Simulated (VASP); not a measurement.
# Hf (Im-3m) in VASP: a series of runs

Hf is run at these levels: PBEsol; tasks: single point.

All numbers are computed with VASP 6.6.1; they aren't measurements. Logs are shortened: lines on timing, memory, paths and dates and some standing lists are left out, and cuts for length are marked.

## (1) The cell of the first run

It takes space group Im-3m (No. 229, cubic). Conventional cell: a = 3.493 Å, b = 3.493 Å, c = 3.493 Å, α = 90.00°, β = 90.00°, γ = 90.00°. Hf (site symmetry m-3m) has 14 Hf at 3.03 to 3.49 Å within 4.0 Å.

## (2) Single point, PBEsol

INCAR

```
ALGO = Normal
EDIFF = 1E-6
ENCUT = 520
GGA = PS
ISIF = 2
ISMEAR = 0
LASPH = T
LCHARG = T
LELF = T
LREAL = F
LVHAR = T
LWAVE = F
NBANDS = 11
NELM = 100
PREC = Accurate
SIGMA = 0.05
```

KPOINTS

```
k-points
0
Gamma
  18 18 18
```

POSCAR

```
Hf
1.0
   -1.7467108223      1.7467108223      1.7467108223
    1.7467108223     -1.7467108223      1.7467108223
    1.7467108223      1.7467108223     -1.7467108223
Hf
1
Direct
    0.0000000000      0.0000000000      0.0000000000
```

Potentials or basis: VASP PAW PBE potentials, release 64 (Hf_pv).

Launch:

```console
cat potpaw_PBE.64/Hf_pv/POTCAR > POTCAR
mpirun -np 1 vasp_std > vasp.out
```

OUTCAR:

```text
EDIFF = 1E-6
   ENCUT = 520
   GGA = PS
   ISIF = 2
   ISMEAR = 0
   LASPH = T
   LREAL = F
   NELM = 100
   PREC = Accurate

 ion  position               nearest neighbor table
   1  0.000  0.000  0.000-

  LATTYP: Found a body centered cubic cell.
 ALAT       =     3.4934216446

  Lattice vectors:

 A1 = (  -1.7467108223,   1.7467108223,   1.7467108223)
 A2 = (   1.7467108223,  -1.7467108223,   1.7467108223)
 A3 = (   1.7467108223,   1.7467108223,  -1.7467108223)

Analysis of symmetry for initial positions (statically):
=====================================================================
 Subroutine PRICEL returns:
 Original cell was already a primitive cell.

 Routine SETGRP: Setting up the symmetry group for a
 body centered cubic supercell.

 Subroutine GETGRP returns: Found 48 space group operations
 (whereof 48 operations were pure point group operations)
 out of a pool of 48 trial point group operations.

The static configuration has the point symmetry O_h .

Analysis of symmetry for dynamics (positions and initial velocities):
=====================================================================
 Subroutine PRICEL returns:
 Original cell was already a primitive cell.

 Routine SETGRP: Setting up the symmetry group for a
 body centered cubic supercell.

 Subroutine GETGRP returns: Found 48 space group operations
 (whereof 48 operations were pure point group operations)
 out of a pool of 48 trial point group operations.

The dynamic configuration has the point symmetry O_h .

 Subroutine INISYM returns: Found 48 space group operations
 (whereof 48 operations are pure point group operations),
 and found     1 'primitive' translations

----------------------------------------------------------------------------------------

                                     Primitive cell

  volume of cell :      21.3168

  direct lattice vectors                    reciprocal lattice vectors
    -1.746710822  1.746710822  1.746710822     0.000000000  0.286252306  0.286252306
     1.746710822 -1.746710822  1.746710822     0.286252306  0.000000000  0.286252306
     1.746710822  1.746710822 -1.746710822     0.286252306  0.286252306  0.000000000

  length of vectors
     3.025391890  3.025391890  3.025391890     0.404821893  0.404821893  0.404821893

  position of ions in fractional coordinates (direct lattice)
     0.000000000  0.000000000  0.000000000

  ion indices of the primitive-cell ions
   primitive index   ion index
                 1           1
[... 73 lines left out ...]
   LREAL  =      F    real-space projection
   EDIFFG = 0.1E-04   stopping-criterion for IOM
   NSW    =      0    number of steps for IOM
   IBRION =     -1    ionic relax: 0-MD 1-quasi-New 2-CG
   NFREE  =      0    steps in history (QN), initial steepest desc. (CG)
   ISIF   =      2    stress and relaxation
   ISYM   =      2    0-nonsym 1-usesym 2-fastsym
   POTIM  = 0.5000    time-step for ionic-motion
   TEBEG  =    0.0;   TEEND  =   0.0 temperature during run
   PSTRESS=    0.0 pullay stress
   NELECT =      10.0000    total number of electrons
   NUPDOWN=      -1.0000    fix difference up-down
   EMIN   =  10.00;   EMAX   =-10.00  energy-range for DOS
   EFERMI =   0.00;   METHOD = LEGACY
   ISMEAR =     0;   SIGMA  =   0.05  broadening in eV -4-tet -1-fermi 0-gaus
   EFERMI_NEDOS =   21; number of points for ismear=-14 and -15
   IALGO  =     38    algorithm
   IMIX   =      4    mixing-type and parameters
     AMIX     =   0.40;   BMIX     =  1.00
     AMIX_MAG =   1.60;   BMIX_MAG =  1.00
  volume/ion in A,a.u.               =      21.32       143.85
  Fermi-wavevector in a.u.,A,eV,Ry     =   1.272039  2.403806 22.015365  1.618084
  Thomas-Fermi vector in A             =   2.404939
   LORBIT       =      0    0 simple, 1 ext, 2 COOP (PROOUT), +10 PAW based schemes
   GGA     = PS    functional components
   LHFCALC =     F    Hartree Fock is set to
   AEXX    =    0.0000 exact exchange contribution
   IVDW    =     0    specifies the selected vdW correction
   LEPSILON=     F    determine dielectric tensor
   LRPA    =     F    only Hartree local field effects (RPA)
 non-spin polarized calculation
 Gauss-broadening in eV      SIGMA  =   0.05
  energy-cutoff  :      520.00
  volume of cell :       21.32
 maximum number of plane-waves:       603
   NGX = 11   NGY = 11   NGZ = 11

 number of electron      10.0000000 magnetization

 number of electron       9.9999998 magnetization

 Free energy of the ion-electron system (eV)
  ---------------------------------------------------
  ext. energy  EPLUGINS =         0.00000000
  ---------------------------------------------------
  free energy    TOTEN  =       -10.33448259 eV

  energy without entropy =      -10.33172567  energy(sigma->0) =      -10.33310413

 E-fermi :   4.7447     XC(G=0): -11.6129

 val. band max:        4.7327672333   @ k =   0.3333   0.1667   0.1667
 cond. band min:       4.7488869923   @ k =   0.2778   0.2222   0.0000
 fundamental gap:      0.0161197589
 Fermi energy:         4.7446594215

 k-point     1 :       0.0000    0.0000    0.0000
  band No.  band energies     occupation
      1     -24.8473      2.00000
      2     -24.8473      2.00000
      3     -24.8473      2.00000
      4      -2.4547      2.00000
      5       6.2900      0.00000
      6       6.2900      0.00000
      7       6.2900      0.00000
      8       9.2269      0.00000
      9       9.2269      0.00000
     10      18.2970      0.00000
     11      18.2970      0.00000
[... 309 lines left out ...]
 k-point    24 :       0.3889    0.1111    0.0000
  band No.  band energies     occupation
      1     -25.7544      2.00000
      2     -25.1849      2.00000
      3     -24.8954      2.00000
      4       1.5306      2.00000
      5       4.2253      2.00000
      6       5.4175      0.00000
      7       8.9379      0.00000
      8      10.1876      0.00000
      9      12.7319      0.00000
     10      15.2621      0.00000
     11      16.5036      0.00000

 [... further k-points ...]
[... 5 lines left out ...]
  --------------------------------------------------------------------------------------
  -------------------------------------------------------------------------------------
  Total       -0.0687871     -0.0687871     -0.0687871     -0.0000000      0.0000000      0.0000000
  in kB       -5.1700467     -5.1700467     -5.1700467     -0.0000000      0.0000000      0.0000000
  external PRESSURE =      -5.1700467 kB  Pullay stress =       0.0000000 kB

 VOLUME and BASIS-vectors are now :
 -----------------------------------------------------------------------------
  energy-cutoff  :      520.00
  volume of cell :       21.32
      direct lattice vectors                 reciprocal lattice vectors
    -1.746710822  1.746710822  1.746710822     0.000000000  0.286252306  0.286252306
     1.746710822 -1.746710822  1.746710822     0.286252306  0.000000000  0.286252306
     1.746710822  1.746710822 -1.746710822     0.286252306  0.286252306  0.000000000

 POSITION                                       TOTAL-FORCE (eV/Angst)
 -----------------------------------------------------------------------------------
      0.00000      0.00000      0.00000        -0.000000     -0.000000      0.000000
 -----------------------------------------------------------------------------------
    total drift:                               -0.000000      0.000000      0.000000

  FREE ENERGIE OF THE ION-ELECTRON SYSTEM (eV)
  ---------------------------------------------------
  free  energy   TOTEN  =       -10.3344825889 eV

  energy  without entropy=      -10.3317256661  energy(sigma->0) =      -10.33310413
```

OSZICAR:

```text
N       E                     dE             d eps       ncg     rms          rms(c)
DAV:   1     0.116764348082E+02    0.11676E+02   -0.57078E+03  4322   0.843E+02
DAV:   2    -0.102649968563E+02   -0.21941E+02   -0.21206E+02  5355   0.153E+02
DAV:   3    -0.106795854244E+02   -0.41459E+00   -0.41100E+00  5314   0.143E+01
DAV:   4    -0.106811084406E+02   -0.15230E-02   -0.15224E-02  4879   0.106E+00
DAV:   5    -0.106811160475E+02   -0.76069E-05   -0.76068E-05  5386   0.654E-02    0.460E+01
DAV:   6    -0.104231632883E+02    0.25795E+00   -0.21180E-01  4824   0.333E+00    0.269E+01
DAV:   7    -0.103385515749E+02    0.84612E-01   -0.30386E-01  4899   0.383E+00    0.106E+00
DAV:   8    -0.103344597341E+02    0.40918E-02   -0.20573E-02  4713   0.102E+00    0.441E-01
DAV:   9    -0.103344804646E+02   -0.20731E-04   -0.31945E-04  5533   0.151E-01    0.436E-02
DAV:  10    -0.103344825222E+02   -0.20576E-05   -0.13535E-05  4927   0.278E-02    0.212E-02
DAV:  11    -0.103344825889E+02   -0.66748E-07   -0.20976E-06  4940   0.108E-02
   1 F= -.10334483E+02 E0= -.10333104E+02  d E =-.275692E-02
```

Wall time 18 s (1 thread of Intel Xeon 6975P-C (Granite Rapids), shared host); peak memory 0.16 GiB.

Results:

```yaml
Free_energy: -10.3345 eV
Pressure: -0.5 GPa
Band_gap_on_the_k_mesh: zero (band 5 reaches 6.29 eV, above the bottom of band 6 at 4.05 eV)
```

Caveat: the PAW data sets were made with another functional, which shifts forces and pressure a little; spin-orbit coupling is left out, which moves the levels of the heavy elements.

(Continued in part 2 of 2.)
